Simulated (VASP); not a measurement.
# As (Fd-3m) in VASP: further runs

The runs below take As through density of states, with LDA.

All numbers are computed with VASP 6.6.1; they aren't measurements. Logs are shortened: lines on timing, memory, paths and dates and some standing lists are left out, and cuts for length are marked.

## 1. The cell of the first run

It takes space group Fd-3m (No. 227, cubic). The conventional cell has a = 4.391 Å, b = 4.391 Å, c = 4.391 Å, α = 90.00°, β = 90.00°, γ = 90.00°. As (site symmetry -43m) has 4 As at 1.90 Å within 2.5 Å.

## 2. Density of states, LDA (volume scaled by 0.4)

Input file POSCAR:

```
As
1.0
    0.0000000000      2.1954020278      2.1954020278
    2.1954020278      0.0000000000      2.1954020278
    2.1954020278      2.1954020278      0.0000000000
As
2
Direct
   -0.1250000000     -0.1250000000     -0.1250000000
    0.1250000000      0.1250000000      0.1250000000
```

Input file INCAR.step1:

```
ALGO = Normal
EDIFF = 1E-6
ENCUT = 520
ISIF = 2
ISMEAR = -1
LASPH = True
LCHARG = True
LREAL = False
LWAVE = False
NBANDS = 12
NELM = 80
PREC = Accurate
SIGMA = 0.05
```

Input file KPOINTS.step1:

```
k-points
0
Gamma
  13 13 13
```

Input file INCAR.step2:

```
ALGO = Normal
EDIFF = 1E-6
ENCUT = 520
ICHARG = 11
ISIF = 2
ISMEAR = -5
LASPH = True
LCHARG = False
LORBIT = 10
LREAL = False
LWAVE = False
NEDOS = 1001
NELM = 80
PREC = Accurate
SIGMA = 0.05
```

Input file KPOINTS.step2:

```
k-points
0
Gamma
  20 20 20
```

Potentials or basis: VASP PAW LDA potentials, release 64 (As).

The run is started by

```sh
> cat potpaw_LDA.64/As/POTCAR > POTCAR
> cp INCAR.step1 INCAR
> cp KPOINTS.step1 KPOINTS
> mpirun -np 1 vasp_std > vasp.out
> cp INCAR.step2 INCAR
> cp KPOINTS.step2 KPOINTS
> mpirun -np 1 vasp_std > vasp.out
```

OUTCAR:

```text
EDIFF = 1E-6
   ENCUT = 520
   ICHARG = 11
   ISIF = 2
   ISMEAR = -5
   LASPH = True
   LORBIT = 10
   LREAL = False
   NELM = 80
   PREC = Accurate

 ion  position               nearest neighbor table
   1  0.875  0.875  0.875-   2 1.90   2 1.90   2 1.90   2 1.90
   2  0.125  0.125  0.125-   1 1.90   1 1.90   1 1.90   1 1.90

  LATTYP: Found a face centered cubic cell.
 ALAT       =     4.3908040556

  Lattice vectors:

 A1 = (   0.0000000000,   2.1954020278,   2.1954020278)
 A2 = (   2.1954020278,   0.0000000000,   2.1954020278)
 A3 = (   2.1954020278,   2.1954020278,   0.0000000000)

Analysis of symmetry for initial positions (statically):
=====================================================================
 Subroutine PRICEL returns:
 Original cell was already a primitive cell.

 Routine SETGRP: Setting up the symmetry group for a
 face centered cubic supercell.

 Subroutine GETGRP returns: Found 48 space group operations
 (whereof 12 operations were pure point group operations)
 out of a pool of 48 trial point group operations.

The static configuration has the point symmetry D_3d.
 The point group associated with its full space group is O_h .

Analysis of symmetry for dynamics (positions and initial velocities):
=====================================================================
 Subroutine PRICEL returns:
 Original cell was already a primitive cell.

 Routine SETGRP: Setting up the symmetry group for a
 face centered cubic supercell.

 Subroutine GETGRP returns: Found 48 space group operations
 (whereof 12 operations were pure point group operations)
 out of a pool of 48 trial point group operations.

The dynamic configuration has the point symmetry D_3d.
 The point group associated with its full space group is O_h .

 Subroutine INISYM returns: Found 48 space group operations
 (whereof 12 operations are pure point group operations),
 and found     1 'primitive' translations

----------------------------------------------------------------------------------------

                                     Primitive cell

  volume of cell :      21.1628

  direct lattice vectors                    reciprocal lattice vectors
     0.000000000  2.195402028  2.195402028    -0.227748719  0.227748719  0.227748719
     2.195402028  0.000000000  2.195402028     0.227748719 -0.227748719  0.227748719
     2.195402028  2.195402028  0.000000000     0.227748719  0.227748719 -0.227748719

  length of vectors
     3.104767323  3.104767323  3.104767323     0.394472353  0.394472353  0.394472353

  position of ions in fractional coordinates (direct lattice)
     0.875000000  0.875000000  0.875000000
     0.125000000  0.125000000  0.125000000

  ion indices of the primitive-cell ions
   primitive index   ion index
                 1           1
                 2           2

----------------------------------------------------------------------------------------

 KPOINTS: k-points

Automatic generation of k-mesh.
 Grid dimensions read from file:
 generate k-points for:   20   20   20

 Generating k-lattice:

  Cartesian coordinates                     Fractional coordinates (reciprocal lattice)
    -0.011387436  0.011387436  0.011387436     0.050000000  0.000000000  0.000000000
     0.011387436 -0.011387436  0.011387436     0.000000000  0.050000000  0.000000000
     0.011387436  0.011387436 -0.011387436     0.000000000  0.000000000  0.050000000

  Length of vectors
     0.019723618  0.019723618  0.019723618

  Shift w.r.t. Gamma in fractional coordinates (k-lattice)
     0.000000000  0.000000000  0.000000000

 TETIRR: Found   1093 inequivalent tetrahedra from    48000

 Subroutine IBZKPT returns following result:
 ===========================================

 Found    256 irreducible k-points:

 Following reciprocal coordinates:
            Coordinates               Weight
  0.000000  0.000000  0.000000      1.000000
  0.050000  0.000000  0.000000      8.000000
  0.100000  0.000000  0.000000      8.000000
  0.150000  0.000000  0.000000      8.000000
  0.200000  0.000000  0.000000      8.000000
  0.250000  0.000000  0.000000      8.000000
[... 16 lines left out ...]
 -0.400000  0.050000  0.000000     24.000000
 -0.350000  0.050000  0.000000     24.000000
 [... further k-points ...]
   k-points           NKPTS =    256   k-points in BZ     NKDIM =    256   number of bands    NBANDS=      9
   number of dos      NEDOS =   1001   number of ions     NIONS =      2
   total plane-waves  NPLWV =  13824
   dimension x,y,z NGX =    24 NGY =   24 NGZ =   24
   dimension x,y,z NGXF=    48 NGYF=   48 NGZF=   48
   ions per type =               2
   NGX,Y,Z   is equivalent  to a cutoff of  12.85, 12.85, 12.85 a.u.
   NGXF,Y,Z  is equivalent  to a cutoff of  25.70, 25.70, 25.70 a.u.
 SYSTEM =  unknown system
   PREC   = accura    normal or accurate (medium, high low for compatibility)
   ISTART =      0    job   : 0-new  1-cont  2-samecut
   ICHARG =     11    charge: 1-file 2-atom 10-const
   ISPIN  =      1    spin polarized calculation?
   LNONCOLLINEAR =      F non collinear calculations
   LSORBIT =      F    spin-orbit coupling
   LASPH  =      T    aspherical Exc in radial PAW
   ENCUT  =  520.0 eV  38.22 Ry    6.18 a.u.   5.77  5.77  5.77*2*pi/ulx,y,z
   NELM   =     80;   NELMIN=  2; NELMDL=  0     # of ELM steps
   EDIFF  = 0.1E-05   stopping-criterion for ELM
   LREAL  =      F    real-space projection
   EDIFFG = 0.1E-04   stopping-criterion for IOM
   NSW    =      0    number of steps for IOM
   IBRION =     -1    ionic relax: 0-MD 1-quasi-New 2-CG
   NFREE  =      0    steps in history (QN), initial steepest desc. (CG)
   ISIF   =      2    stress and relaxation
   ISYM   =      2    0-nonsym 1-usesym 2-fastsym
   POTIM  = 0.5000    time-step for ionic-motion
   TEBEG  =    0.0;   TEEND  =   0.0 temperature during run
   PSTRESS=    0.0 pullay stress
   NELECT =      10.0000    total number of electrons
   NUPDOWN=      -1.0000    fix difference up-down
   EMIN   =  10.00;   EMAX   =-10.00  energy-range for DOS
   EFERMI =   0.00;   METHOD = LEGACY
   ISMEAR =    -5;   SIGMA  =   0.05  broadening in eV -4-tet -1-fermi 0-gaus
   EFERMI_NEDOS =   21; number of points for ismear=-14 and -15
   IALGO  =     38    algorithm
   IMIX   =      4    mixing-type and parameters
     AMIX     =   0.40;   BMIX     =  1.00
     AMIX_MAG =   1.60;   BMIX_MAG =  1.00
  volume/ion in A,a.u.               =      10.58        71.41
  Fermi-wavevector in a.u.,A,eV,Ry     =   1.275119  2.409626 22.122105  1.625929
  Thomas-Fermi vector in A             =   2.407849
   LORBIT       =     10    0 simple, 1 ext, 2 COOP (PROOUT), +10 PAW based schemes
   GGA     = CA    functional components
   LHFCALC =     F    Hartree Fock is set to
   AEXX    =    0.0000 exact exchange contribution
   IVDW    =     0    specifies the selected vdW correction
   LEPSILON=     F    determine dielectric tensor
   LRPA    =     F    only Hartree local field effects (RPA)
 non-spin polarized calculation
 Fermi weights with tetrahedron method with Bloechl corrections
  energy-cutoff  :      520.00
  volume of cell :       21.16
 maximum number of plane-waves:       588

 number of electron       9.9999998 magnetization

 Free energy of the ion-electron system (eV)
  ---------------------------------------------------
  ext. energy  EPLUGINS =         0.00000000
  ---------------------------------------------------
  free energy    TOTEN  =         4.22546801 eV

  energy without entropy =        4.22546801  energy(sigma->0) =        4.22546801

 E-fermi :  16.5217     XC(G=0): -13.2907

 val. band max:       16.6870161242   @ k =  -0.1500   0.0500   0.0000
 cond. band min:      16.4281749614   @ k =   0.1000   0.0000   0.0000
 fundamental gap:     -0.2588411628
 Fermi energy:        16.5217419029

 k-point     1 :       0.0000    0.0000    0.0000
  band No.  band energies     occupation
      1      -8.2511      2.00000
      2      12.5033      2.00000
      3      12.5033      2.00000
      4      12.5033      2.00000
      5      15.7722      2.00000
      6      15.7722      2.00000
      7      15.7722      2.00000
      8      19.9152      0.00000
      9      22.4642      0.00000

 k-point     2 :       0.0500    0.0000    0.0000
  band No.  band energies     occupation
      1      -8.1950      2.00000
      2      11.7986      2.00000
      3      12.3480      2.00000
      4      12.3480      2.00000
      5      15.9636      2.00000
      6      15.9636      2.18157
      7      16.0700      2.28590
      8      20.1717      0.00000
      9      22.7360      0.00000

 k-point     3 :       0.1000    0.0000    0.0000
  band No.  band energies     occupation
      1      -8.0269      2.00000
      2      10.3261      2.00000
      3      11.9741      2.00000
      4      11.9741      2.00000
      5      16.3784      2.00000
      6      16.4282      0.88995
      7      16.4282      0.45460
      8      20.8887      0.00000
      9      23.7636      0.00000

 k-point     4 :       0.1500    0.0000    0.0000
  band No.  band energies     occupation
      1      -7.7478      2.00000
      2       8.6466      2.00000
      3      11.5224      2.00000
      4      11.5224      2.00000
      5      16.4114      1.90872
      6      16.9681     -0.01500
      7      16.9681      0.00058
      8      21.7994      0.00000
      9      23.2856      0.00000
[... 205 lines left out ...]
 k-point    22 :      -0.4500    0.0500    0.0000
  band No.  band energies     occupation
      1      -4.0385      2.00000
      2      -0.1637      2.00000
      3       9.2439      2.00000
      4       9.6763      2.00000
      5      16.0537      2.00000
      6      17.0833      0.00000
      7      17.2969      0.00000
      8      21.7600      0.00000
      9      27.5593      0.00000

 k-point    23 :      -0.4000    0.0500    0.0000
  band No.  band energies     occupation
      1      -4.6080      2.00000
      2       0.6680      2.00000
      3       9.2398      2.00000
      4       9.8734      2.00000
      5      16.1016      2.00000
      6      17.2628      0.00000
      7      17.2817      0.00000
      8      21.8926      0.00000
      9      26.0499      0.00000

 k-point    24 :      -0.3500    0.0500    0.0000
  band No.  band energies     occupation
      1      -5.3168      2.00000
      2       1.8606      2.00000
      3       9.3213      2.00000
      4      10.1447      2.00000
      5      16.1793      2.06848
      6      17.3210      0.00000
      7      17.5090      0.00000
      8      22.0920      0.00000
      9      24.7017      0.00000

 [... further k-points ...]
[... 5 lines left out ...]
  --------------------------------------------------------------------------------------
  -------------------------------------------------------------------------------------
  Total       42.9515762     42.9515762     42.9515762      0.0000000      0.0000000      0.0000000
  in kB     3251.7526994   3251.7526994   3251.7526994      0.0000000      0.0000000      0.0000000
  external PRESSURE =    3251.7526994 kB  Pullay stress =       0.0000000 kB

 VOLUME and BASIS-vectors are now :
 -----------------------------------------------------------------------------
  energy-cutoff  :      520.00
  volume of cell :       21.16
      direct lattice vectors                 reciprocal lattice vectors
     0.000000000  2.195402028  2.195402028    -0.227748719  0.227748719  0.227748719
     2.195402028  0.000000000  2.195402028     0.227748719 -0.227748719  0.227748719
     2.195402028  2.195402028  0.000000000     0.227748719  0.227748719 -0.227748719

 POSITION                                       TOTAL-FORCE (eV/Angst)
 -----------------------------------------------------------------------------------
      3.84195      3.84195      3.84195         0.000000      0.000000      0.000000
      0.54885      0.54885      0.54885        -0.000000     -0.000000     -0.000000
 -----------------------------------------------------------------------------------
    total drift:                                0.000000      0.000000      0.000000

  FREE ENERGIE OF THE ION-ELECTRON SYSTEM (eV)
  ---------------------------------------------------
  free  energy   TOTEN  =         4.2254680080 eV

  energy  without entropy=        4.2254680080  energy(sigma->0) =        4.22546801

 total charge

# of ion       s       p       d       tot
------------------------------------------
    1        1.311   2.209   0.449   3.969
    2        1.311   2.209   0.449   3.969
--------------------------------------------------
tot          2.622   4.418   0.898   7.938
```

Run time: 38 s. Hardware: 1 thread of Intel Xeon Platinum 8375C at 2.90GHz (Ice Lake), shared host; peak memory 0.16 GiB.

Results:

| Item | Value |
| --- | --- |
| Valence electrons inside the program's atomic spheres | As 3.97 |

Caveat: the cell differs from its parent crystal (volume scaled by 0.4); tetrahedron occupations give inexact forces and stress in metals.

## 3. Density of states, LDA (volume scaled by 0.95)

Input file POSCAR:

```
As
1.0
    0.0000000000      2.9291071953      2.9291071953
    2.9291071953      0.0000000000      2.9291071953
    2.9291071953      2.9291071953      0.0000000000
As
2
Direct
   -0.1250000000     -0.1250000000     -0.1250000000
    0.1250000000      0.1250000000      0.1250000000
```

Input file INCAR.step1:

```
PREC     = Accurate       # precision mode
ENCUT    = 520            # plane-wave cutoff, eV
EDIFF    = 1E-6           # SCF threshold, eV
ISMEAR   = -1             # smearing method
SIGMA    = 0.05           # smearing width, eV
LREAL    = False          # projectors in reciprocal space
LASPH    = True           # aspherical terms in the spheres
NELM     = 100            # most SCF steps
ALGO     = Normal         # electronic algorithm
ISIF     = 2              # what is computed and relaxed
LWAVE    = False          # write WAVECAR
LCHARG   = True           # write CHGCAR
GGA      = CA             # functional
NBANDS   = 12             # bands
```

Input file KPOINTS.step1:

```
Automatic mesh
0
Gamma
  13 13 13
```

Input file INCAR.step2:

```
PREC     = Accurate       # precision mode
ENCUT    = 520            # plane-wave cutoff, eV
EDIFF    = 1E-6           # SCF threshold, eV
ISMEAR   = -5             # smearing method
SIGMA    = 0.05           # smearing width, eV
LREAL    = False          # projectors in reciprocal space
LASPH    = True           # aspherical terms in the spheres
NELM     = 100            # most SCF steps
ALGO     = Normal         # electronic algorithm
ISIF     = 2              # what is computed and relaxed
LWAVE    = False          # write WAVECAR
LCHARG   = False          # write CHGCAR
GGA      = CA             # functional
LORBIT   = 10             # projections on sites
NBANDS   = 12             # bands
NEDOS    = 1001           # points of the DOS
ICHARG   = 11             # starting density
```

Input file KPOINTS.step2:

```
Automatic mesh
0
Gamma
  20 20 20
```

Potentials or basis: VASP PAW LDA potentials, release 64 (As).

The run is started by

```sh
> cat potpaw_LDA.64/As/POTCAR > POTCAR
> cp INCAR.step1 INCAR
> cp KPOINTS.step1 KPOINTS
> mpirun -np 1 vasp_std > vasp.out
> cp INCAR.step2 INCAR
> cp KPOINTS.step2 KPOINTS
> mpirun -np 1 vasp_std > vasp.out
```

Run time: 48 s. Hardware: 1 thread of Intel Xeon Platinum 8488C (Sapphire Rapids), shared host; peak memory 0.24 GiB.

The run converged. Its results:

| Quantity | Value |
| --- | --- |
| Valence electrons inside the program's atomic spheres | As 2.73 |

Levels at points of the mesh, in eV from the Fermi level:
```
           k point  band 2  band 3  band 4  band 5  band 6  band 7  band 8  band 9
(0.00, 0.00, 0.00)   -5.37   -2.34   -2.34   -2.34    0.55    0.55    0.55    4.79
(0.50, 0.00, 0.00)   -9.86   -3.40   -3.40   -2.78    1.85    1.85    5.40    7.20
(0.50, 0.50, 0.00)  -11.46   -4.62   -4.62   -0.87   -0.87    5.68    5.68    8.02
```

Caveat: the cell differs from its parent crystal (volume scaled by 0.95); tetrahedron occupations give inexact forces and stress in metals.

## 4. Density of states, LDA

This run uses another cell than the first one, of 26.45 Å³/atom, 2.500 times its volume.

Input file POSCAR:

```
As
1.0
    0.0000000000      2.9796189699      2.9796189699
    2.9796189699      0.0000000000      2.9796189699
    2.9796189699      2.9796189699      0.0000000000
As
2
Direct
   -0.1250000000     -0.1250000000     -0.1250000000
    0.1250000000      0.1250000000      0.1250000000
```

Input file INCAR.step1:

```
PREC = Accurate
ENCUT = 520
EDIFF = 1E-7
ISMEAR = -1
SIGMA = 0.05
LREAL = F
LASPH = T
NELM = 60
ALGO = Normal
ISIF = 2
LWAVE = F
LCHARG = T
GGA = CA
NBANDS = 12
```

KPOINTS.step1 is that of step 3.

Input file INCAR.step2:

```
PREC = Accurate
ENCUT = 520
EDIFF = 1E-7
ISMEAR = -5
SIGMA = 0.05
LREAL = F
LASPH = T
NELM = 60
ALGO = Normal
ISIF = 2
LWAVE = F
LCHARG = F
GGA = CA
LORBIT = 11
NBANDS = 12
NEDOS = 1001
ICHARG = 11
```

KPOINTS.step2 is that of step 3.

The run is started by

```sh
> cat potpaw_LDA.64/As/POTCAR > POTCAR
> cp INCAR.step1 INCAR
> cp KPOINTS.step1 KPOINTS
> mpirun -np 1 vasp_std > vasp.out
> cp INCAR.step2 INCAR
> cp KPOINTS.step2 KPOINTS
> mpirun -np 1 vasp_std > vasp.out
```

Run time: 55 s. Hardware: 1 thread of Intel Xeon Platinum 8488C (Sapphire Rapids), shared host; peak memory 0.25 GiB.

The run converged. Its results:

```yaml
Valence_electrons_inside_the_program's_atomic_spheres: As 2.70
```

Levels at points of the mesh, in eV from the Fermi level:
| k point | band 1 | band 2 | band 3 | band 4 | band 5 | band 6 | band 7 | band 8 | band 9 | band 10 |
| --- | --- | --- | --- | --- | --- | --- | --- | --- | --- | --- |
| (0.00, 0.00, 0.00) | -14.17 | -5.66 | -2.20 | -2.20 | -2.20 | 0.61 | 0.61 | 0.61 | 4.75 | 7.98 |
| (0.50, 0.00, 0.00) | -12.70 | -9.67 | -3.21 | -3.21 | -2.75 | 1.88 | 1.88 | 5.15 | 7.06 | 7.82 |
| (0.50, 0.50, 0.00) | -11.23 | -11.23 | -4.36 | -4.36 | -0.77 | -0.77 | 5.39 | 5.39 | 7.75 | 7.75 |

Caveat: tetrahedron occupations give inexact forces and stress in metals.
